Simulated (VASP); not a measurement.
Set up this calculation in VASP 6.6.1, as the native input.

* Task: single point
* Functional: LDA
* Potentials or basis: VASP PAW LDA potentials, release 64 (Ta_pv, N)
* Cutoff: 520 eV
* k mesh: 14 × 14 × 4
* Occupations: gaussian, width 0.15 eV
* Spin: no spin polarisation
* Dipole correction: no
* Further INCAR settings: ALGO = Fast; EDIFF = 1e-06; NBANDS = 42

The structure of TaN lies in POSCAR:

```
TaN
1.0
   -3.1035877079      0.0000000000      0.0000000000
   -1.5517938539     -2.6877857979      0.0000000000
   -1.0345292360     -0.8959285993     12.0200957435
Ta N
4 4
Direct
    0.1802291411      0.0271249488      0.9186251535
    0.2635624744      0.1937916155      0.4186251535
    0.6385624744      0.6104582822      0.1686251535
    0.5552291411      0.4437916155      0.6686251535
    0.3197708589      0.3062083845      0.0813748465
    0.2364375256      0.1395417178      0.5813748465
    0.6114375256      0.5562083845      0.3313748465
    0.5281041923      0.3895417178      0.8313748465
```

These files were run (other wordings do the same):

INCAR

```
  PREC = Accurate
  ENCUT = 520
  EDIFF = 1E-6
  ISMEAR = 0
  SIGMA = 0.15
  LREAL = F
  LASPH = T
  NELM = 60
  ALGO = Fast
  ISIF = 2
  LWAVE = F
  LCHARG = F
  GGA = CA
  NBANDS = 42
```

KPOINTS

```
regular mesh
0
Gamma
  14 14 4
```

Potentials or basis: VASP PAW LDA potentials, release 64 (Ta_pv, N).

Command:

```bash
$ cat potpaw_LDA.64/Ta_pv/POTCAR potpaw_LDA.64/N/POTCAR > POTCAR
$ mpirun -np 1 vasp_std > vasp.out
```

Results of the run:

```json
{
 "Pressure": "-3.7 GPa",
 "Largest force": "3.018 eV/Å",
 "Band gap on the k mesh": "zero (bands 32 and 33 overlap by 0.30 eV)"
}
```

Caveat: the cell stands under tension; spin-orbit coupling is left out, which moves the levels of the heavy elements; forces of over 1 eV/Å act on the atoms, so gaps and moduli don't describe the material at rest.

Run time: 52 min on 1 thread of Oxide Virtual Turin-like Processor, with other jobs on the host, peak memory 1.1 GiB.
